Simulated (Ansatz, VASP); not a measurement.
## Two plane-wave programs on CoO

```xyz
2
Lattice="0.0000 2.1290 2.1290 2.1290 0.0000 2.1290 2.1290 2.1290 0.0000" Properties=species:S:1:pos:R:3 pbc="T T T"
O     2.1290    2.1290    2.1290
Co    0.0000    0.0000    0.0000
```

Alike in both runs: task single point; functional PBE; k mesh 8 × 8 × 8; occupations fermi-dirac, width 0.03 eV; collinear spin; Hubbard terms Co d U = 3.32 eV.

|  | VASP | Ansatz |
| --- | --- | --- |
| version | VASP 6.6.1 | Ansatz 0.2.0 |
| potentials or method | VASP PAW PBE potentials, release 64 (O, Co_sv), cutoff 700 eV | PAW, plane waves, scalar-relativistic |
| valence electrons in the cell | 23 | 23 |

```csv
,VASP,Ansatz,Ansatz less VASP
pressure (GPa),-0.3,1.2,+1.52
net moment per atom (μB),1.50,1.42,-0.077
size of the moment on the site where the two differ most (μB),2.69,2.50,-0.192
```

Site moments also hang on the region over which each program counts them. The programs project onto different local orbitals, so the same U acts differently, and such runs can settle in different states. Ansatz's warnings: filled band counts differ across k points, stability check not made.
